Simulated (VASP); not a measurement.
HfTa4F: relaxation of cell and atoms with PBE

Crystal: HfTa4F.

```xyz
6
Lattice="-2.9876 2.9876 3.0137 2.9876 -2.9876 3.0137 2.9876 2.9876 -3.0137" Properties=species:S:1:pos:R:3 pbc="T T T"
Hf    0.0000    0.0000    3.0137
Ta    1.4938    1.4938    1.5068
Ta    1.4938    1.4938   -1.5068
Ta   -1.4938    1.4938    1.5068
Ta    1.4938   -1.4938    1.5068
F     0.0000    0.0000    0.0000
```

The cell was built from a structure type or drawn by symmetry, and may not be a known phase.

| Property | Result |
| --- | --- |
| Program | VASP 6.6.1 |
| Task | relaxation of cell and atoms |
| Functional | PBE |
| Potentials or basis | VASP PAW PBE potentials, release 64 (Hf_pv, Ta_pv, F) |
| Cutoff | 600 eV |
| k mesh | 4 × 4 × 4 |
| Occupations | gaussian, width 0.1 eV |
| Spin | no spin polarisation |
| Dipole correction | no |
| Further INCAR settings | ALGO = Normal; EDIFF = 1e-06; IBRION = 2; EDIFFG = -0.04; NSW = 90; ISIF = 3 |

```yaml
Relaxed_volume: 20.76 Å³/atom
Relaxed_cell: a = 5.634 Å, b = 5.634 Å, c = 5.634 Å, α = 120.98°, β = 120.98°, γ = 88.32°
Space_group_after_relaxing_to_0.1_Å: I4/mmm (No. 139)
Energy_gained_by_relaxing: 221.0 meV/atom
Ionic_steps: 17
Pressure_after_relaxing: 0.1 GPa
Band_gap_on_the_k_mesh: zero (an odd number of electrons rules out a gap without spin polarisation)
```

Stress tensor (GPa, compression positive):
```
-0.02  0.00  0.00
 0.00 -0.02  0.00
 0.00  0.00  0.25
```

The path:
| step | energy change (eV) | largest force (eV/Å) | pressure (GPa) | volume (Å³) |
| --- | --- | --- | --- | --- |
| 1 | 0.0000 | 0.0000 | 16.60 | 107.59 |
| 2 | 0.1463 | 0.0000 | -12.34 | 139.19 |
| 3 | -0.6291 | 0.0000 | -0.50 | 121.35 |
| 4 | -0.6296 | 0.0000 | -0.15 | 120.97 |
| 5 | -0.6295 | 0.0000 | 0.11 | 120.69 |
| 6 | -0.6564 | 0.0000 | 0.16 | 120.77 |
| 7 | -0.7298 | 0.0000 | 0.52 | 120.90 |
| 8 | -0.8611 | 0.0000 | 1.82 | 120.56 |
| 9 | -1.1863 | 0.0000 | 6.84 | 117.77 |
| 10 | -1.1921 | 0.0000 | 6.73 | 117.95 |
| 11 | -1.2070 | 0.0000 | 6.39 | 118.46 |
| 12 | -1.2213 | 0.0000 | 5.71 | 119.46 |
| 13 | -1.2342 | 0.0000 | 5.33 | 119.77 |
| 14 | -1.2677 | 0.0000 | 4.20 | 120.72 |
| 15 | -1.3116 | 0.0000 | 2.10 | 122.61 |
| 16 | -1.3117 | 0.0000 | -1.79 | 126.44 |
| 17 | -1.3259 | 0.0000 | 0.07 | 124.54 |

Final structure:
```
Hf Ta F
1.0
    -2.77542    2.77542    4.04212
     2.77542   -2.77542    4.04212
     2.77542    2.77542   -4.04212
Hf Ta F
1 4 1
Direct
  0.50000 0.50000 0.00000
  0.50000 0.50000 0.50000
  0.00000 0.00000 0.50000
  0.50000 0.00000 0.00000
  0.00000 0.50000 0.00000
  0.00000 0.00000 0.00000
```

Levels at points of the mesh, in eV from the Fermi level:
```csv
k point,band 26,band 27,band 28,band 29,band 30,band 31,band 32,band 33,band 34,band 35
"(0.00, 0.00, 0.00)",-2.36,-1.41,-1.38,-1.22,-1.22,1.46,1.46,2.29,2.33,2.33
"(0.50, 0.00, 0.00)",-1.49,-1.22,-0.74,-0.40,-0.22,-0.13,0.12,0.37,0.70,1.02
"(0.50, 0.50, 0.00)",-1.04,-0.78,-0.60,-0.47,-0.11,0.55,0.60,0.63,0.74,0.98
"(0.50, 0.50, 0.50)",-1.16,-0.71,-0.71,-0.60,-0.19,-0.14,0.51,0.51,1.41,1.41
```

Wall time 8 min on 1 thread of Intel(R) Xeon(R) 6975P-C (Granite Rapids) (shared host), peak memory 0.3 GiB.

Caveat: the k points lie up to 0.34 Å⁻¹ apart in the final cell, too coarse for converged energies and pressures of a metal; the volume moved by over 15 % at a fixed basis, so the end points are rough; spin-orbit coupling is left out, which moves the levels of the heavy elements; an odd number of electrons without spin polarisation forces a metal; a magnetic or distorted state may lie lower.
